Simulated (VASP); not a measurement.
A run of VASP 6.6.1:

File INCAR:

```
SYSTEM = H
  ALGO = Normal
  EDIFF = 1E-6
  ENCUT = 520
  GGA = PS
  ISIF = 2
  ISMEAR = 0
  LASPH = .TRUE.
  LCHARG = .TRUE.
  LELF = .TRUE.
  LREAL = .FALSE.
  LVHAR = .TRUE.
  LWAVE = .FALSE.
  NBANDS = 8
  NELM = 80
  PREC = Accurate
  SIGMA = 0.05
```

KPOINTS

```
k-points
0
G
  1 1 1
  0 0 0
```

The input POSCAR:

```
H
1.0
    9.0000000000      0.0000000000      0.0000000000
    0.0000000000      9.5000000000      0.0000000000
    0.0000000000      0.0000000000     10.0000000000
H
2
Direct
    0.5000000000      0.5000000000      0.4620885518
    0.5000000000      0.5000000000      0.5379114482
```

Potentials or basis: VASP PAW PBE potentials, release 64 (H).

The run is started by

```bash
$ cat potpaw_PBE.64/H/POTCAR > POTCAR
$ mpirun -np 1 vasp_gam > vasp.out
```

Hardware: 1 thread of AMD EPYC 7R43 64-Core Processor (Zen 3), on a shared host.

Problem. Estimate the wall time of this run.

Solution. Run time: 50 s on 1 thread of AMD EPYC 7R43 64-Core Processor (Zen 3) (shared host), peak memory 0.64 GiB. Counts: scf iterations 18, k points 1.
